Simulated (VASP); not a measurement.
Wanted: the native input for a VASP 6.6.1 run.

```yaml
Task: single point
Functional: LDA
Potentials_or_basis: VASP PAW LDA potentials, release 64 (Nb_sv, H)
Cutoff: 520 eV
k_mesh: 9 × 7 × 1
Occupations: gaussian, width 0.1 eV
Spin: no spin polarisation
Dipole_correction: yes
Further_INCAR_settings: ALGO = Normal; EDIFF = 1e-07; NBANDS = 34
```

The structure of Nb4H lies in POSCAR:

```
Nb4H
1.0
    2.9270177669      0.0000000000      0.0000000000
    0.0000000000      4.1394282232      0.0000000000
    0.0000000000      0.0000000000     21.2576690685
Nb H
4 1
Direct
    0.5000000000      0.5000000000      0.1881673850
    0.0000000000      0.0000000000      0.2570135449
    0.5000000000      0.5000000000      0.3306382692
    0.0000000000      0.0000000000      0.3884559987
    0.0000000000      0.1666666667      0.4877142943
```

The input as run:

INCAR

```
SYSTEM = Nb4H
ALGO = Normal ; DIPOL = 0.5 0.5 0.330
EDIFF = 1E-7 ; ENCUT = 520
GGA = CA ; IDIPOL = 3
ISIF = 2 ; ISMEAR = 0
LASPH = .True. ; LCHARG = .False.
LDIPOL = .True. ; LREAL = .False.
LWAVE = .False. ; NBANDS = 34
NELM = 100 ; PREC = Accurate
SIGMA = 0.1
```

KPOINTS

```
k-points
0
Gamma
  9 7 1
  0 0 0
```

Potentials or basis: VASP PAW LDA potentials, release 64 (Nb_sv, H).

Run with:

```console
$ cat potpaw_LDA.64/Nb_sv/POTCAR potpaw_LDA.64/H/POTCAR > POTCAR
$ mpirun -np 1 vasp_std > vasp.out
```

Results of the run:

* Largest force: 2.121 eV/Å

Run time: 5.6 min on 1 thread of Intel Xeon 6975P-C, with other jobs on the host, peak memory 0.36 GiB.
